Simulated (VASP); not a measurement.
Input of a VASP 6.6.1 run:

INCAR

```
PREC     = Accurate       # precision mode
ENCUT    = 500            # plane-wave cutoff, eV
EDIFF    = 1E-6           # SCF threshold, eV
ISMEAR   = 0              # smearing method
SIGMA    = 0.02           # smearing width, eV
LREAL    = False          # projectors in reciprocal space
LASPH    = True           # aspherical terms in the spheres
NELM     = 120            # most SCF steps
ALGO     = Normal         # electronic algorithm
ISIF     = 2              # what is computed and relaxed
LWAVE    = False          # write WAVECAR
LCHARG   = False          # write CHGCAR
GGA      = PS             # functional
NBANDS   = 16             # bands
GGA_COMPAT= False
```

The input KPOINTS:

```
Automatic mesh
0
Gamma
  12 12 8
```

Contents of POSCAR:

```
Se
1.0
    4.0788536466      0.0000000000      0.0000000000
   -2.0394268233      3.5323908762      0.0000000000
    0.0000000000      0.0000000000      4.9166058406
Se
3
Direct
    0.2482002816      0.0000000515      0.1666666861
    0.0000000515      0.2482002816      0.8333333139
    0.7517996669      0.7517996669      0.5000000000
```

Potentials or basis: VASP PAW PBE potentials, release 64 (Se).

Command:

```console
$ cat potpaw_PBE.64/Se/POTCAR > POTCAR
$ mpirun -np 1 vasp_std > vasp.out
```

Question: What does it give for the largest force?

Answer: 0.268 eV/Å.

Question: Estimate the pressure.

Answer: 3.0 GPa.

Stress tensor (GPa, compression positive):
```
1.96 0.00 0.00
0.00 1.96 0.00
0.00 0.00 4.98
```

Caveat: the cell differs from its parent crystal (uniaxial strain along c: -4.0 %); the PAW data sets were made with another functional, which shifts forces and pressure a little.
